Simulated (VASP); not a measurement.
A run of VASP 6.6.1 is set up as follows.

Contents of INCAR:

```
SYSTEM = Ga3B2As
PREC = Accurate
ENCUT = 520
EDIFF = 1E-6
ISMEAR = 0
SIGMA = 0.1
LREAL = .FALSE.
LASPH = .TRUE.
NELM = 100
ALGO = Normal
ISIF = 2
LWAVE = .FALSE.
LCHARG = .FALSE.
GGA = PE
NBANDS = 34
```

KPOINTS

```
regular mesh
0
G
  12 12 4
  0 0 0
```

The input POSCAR:

```
Ga3B2As
1.0
    3.0132234586      0.0000000000      0.0000000000
   -1.5066117293      2.6095280624      0.0000000000
    0.0000000000      0.0000000000     10.6000799003
Ga B As
3 2 1
Direct
    0.3333333333      0.6666666667      0.6075903126
    0.0000000000      0.0000000000      0.1466679140
    0.0000000000      0.0000000000      0.8178845711
    0.3333333333      0.6666666667      0.9816535450
    0.6666666667      0.3333333333      0.9853468714
    0.3333333333      0.6666666667      0.3558567861
```

Potentials or basis: VASP PAW PBE potentials, release 64 (Ga_d, B, As).

The run is started by

```bash
$ cat potpaw_PBE.64/Ga_d/POTCAR potpaw_PBE.64/B/POTCAR potpaw_PBE.64/As/POTCAR > POTCAR
$ mpirun -np 1 vasp_std > vasp.out
```

(1) What does it give for the band gap on the k mesh?

(2) Estimate the pressure.

(3) Estimate the largest force.

## Answers

(1) zero (bands 25 and 26 overlap by 6.03 eV).

(2) 5.6 GPa.

(3) 0.011 eV/Å.

Caveat: the cell stands under pressure.
